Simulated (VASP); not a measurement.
Here is a VASP 6.6.1 calculation.

The input INCAR:

```
  ALGO = Normal
  EDIFF = 1E-6
  ENCUT = 520
  GGA = PE
  ISIF = 2
  ISMEAR = 0
  LASPH = T
  LCHARG = F
  LREAL = F
  LWAVE = F
  NBANDS = 31
  NELM = 80
  PREC = Accurate
  SIGMA = 0.1
```

Contents of KPOINTS:

```
k-points
0
Gamma
  12 12 12
```

POSCAR

```
Ru3C
1.0
    3.6831974203      0.0000000000      0.0000000000
    0.0000000000      3.6831974203      0.0000000000
    0.0000000000      0.0000000000      3.6831974203
Ru C
3 1
Direct
    0.0000000000      0.5000000000      0.5000000000
    0.5000000000      0.0000000000      0.5000000000
    0.5000000000      0.5000000000      0.0000000000
    0.0000000000      0.0000000000      0.0000000000
```

Potentials or basis: VASP PAW PBE potentials, release 64 (Ru_pv, C).

The run is started by

```console
$ cat potpaw_PBE.64/Ru_pv/POTCAR potpaw_PBE.64/C/POTCAR > POTCAR
$ mpirun -np 1 vasp_std > vasp.out
```

**Question.** What does it give for the band gap on the k mesh?

**Answer.** Zero (band 23 reaches 12.23 eV, above the bottom of band 24 at 11.23 eV).

**Question.** Estimate the pressure.

**Answer.** 0.0 GPa.
